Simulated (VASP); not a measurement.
The system is TeP2.

```
Te P
1.0
     3.39311    0.00000    0.00000
    -1.69656    2.93852    0.00000
     0.00000    0.00000    5.34884
Te P
1 2
Direct
  0.00000 0.00000 0.00000
  0.66667 0.33333 0.72496
  0.66667 0.33333 0.27504
```

```yaml
Program: VASP 6.6.1
Task: relaxation of cell and atoms
Functional: PBE
Potentials_or_basis: VASP PAW PBE potentials, release 64 (Te, P)
Cutoff: 600 eV
k_mesh: 6 × 6 × 4
Occupations: gaussian, width 0.1 eV
Spin: no spin polarisation
```

At the start: pressure 38.7 GPa; volume 17.78 Å³/atom.

Question: How do energy, volume and symmetry change on relaxing?

Answer: Over 15 steps the energy falls by 959.4 meV/atom and the volume is 25.12 Å³/atom (+41.3 %); space group P-6m2 (No. 187, to 0.05 Å).

The path:
```tsv
step	energy change (eV)	largest force (eV/Å)	pressure (GPa)	volume (Å³)
1	0.0000	5.2432	38.69	53.33
2	-1.9885	1.1909	-8.58	93.79
3	-2.5605	1.2656	-3.31	74.76
4	-2.5617	1.2895	-2.97	74.25
5	-2.5616	1.3149	-2.61	73.72
6	-2.8500	0.2555	2.11	71.81
7	-2.8518	0.0217	1.64	71.94
8	-2.8518	0.0882	1.77	71.90
9	-2.8686	0.2977	0.53	74.19
10	-2.8696	0.3552	0.17	74.96
11	-2.8734	0.0960	-0.66	75.72
12	-2.8740	0.0166	-0.46	75.52
13	-2.8776	0.0368	0.07	75.18
14	-2.8778	0.0482	0.19	75.11
15	-2.8783	0.0338	0.16	75.37
```

Final structure:
```yaml
crystal:
  lattice:
    - [3.97661, 0.00000, 0.00000]
    - [-1.98831, 3.44385, 0.00000]
    - [0.00000, 0.00000, 5.50386]
  atoms:
    - { symbol: Te, position: [0.00000, 0.00000, 0.00000] }
    - { symbol: P, position: [0.66667, 0.33333, 0.68698] }
    - { symbol: P, position: [0.66667, 0.33333, 0.31302] }
```

Caveat: the volume moved by over 15 % at a fixed basis, so the end points are rough.
